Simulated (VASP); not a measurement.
Wanted: the native input for a VASP 6.6.1 run.

- Task: single point
- Functional: PBE
- Potentials or basis: VASP PAW PBE potentials, release 64 (Cs_sv, I, Sn_d)
- Cutoff: 520 eV
- k mesh: 5 × 5 × 5
- Occupations: fermi-dirac, width 0.05 eV
- Spin: no spin polarisation
- Dipole correction: no
- Further INCAR settings: ALGO = Normal; EDIFF = 1e-06; NBANDS = 30

The structure of CsSnI3 lies in POSCAR:

```
CsSnI3
1.0
    6.2700665349      0.0000000000      0.0000000000
    0.0000000000      6.2700665349      0.0000000000
    0.0000000000      0.0000000000      6.2700665349
Cs I Sn
1 3 1
Direct
    0.0000000000      0.0000000000      0.0000000000
    0.5000000000      0.5000000000      0.0000000000
    0.5000000000      0.0000000000      0.5000000000
    0.0000000000      0.5000000000      0.5000000000
    0.5000000000      0.5000000000      0.5000000000
```

These files were run (other wordings do the same):

INCAR

```
SYSTEM = CsSnI3
PREC = Accurate
ENCUT = 520
EDIFF = 1E-6
ISMEAR = -1
SIGMA = 0.05
LREAL = .False.
LASPH = .True.
NELM = 80
ALGO = Normal
ISIF = 2
LWAVE = .False.
LCHARG = .False.
GGA = PE
NBANDS = 30
```

KPOINTS

```
regular mesh
0
Gamma
  5 5 5
  0 0 0
```

Potentials or basis: VASP PAW PBE potentials, release 64 (Cs_sv, I, Sn_d).

Launch:

```console
$ cat potpaw_PBE.64/Cs_sv/POTCAR potpaw_PBE.64/I/POTCAR potpaw_PBE.64/Sn_d/POTCAR > POTCAR
$ mpirun -np 1 vasp_std > vasp.out
```

It gave:

| Quantity | Value |
| --- | --- |
| Pressure | 0.0 GPa |
| Band gap on the k mesh | 1.78 eV |

Caveat: spin-orbit coupling is left out, which moves the levels of the heavy elements; an odd mesh through Γ misses points on the zone boundary, where band edges can lie.

It took 110 s on 1 thread of Oxide Virtual Turin-like Processor, with other jobs on the host, peak memory 0.32 GiB.
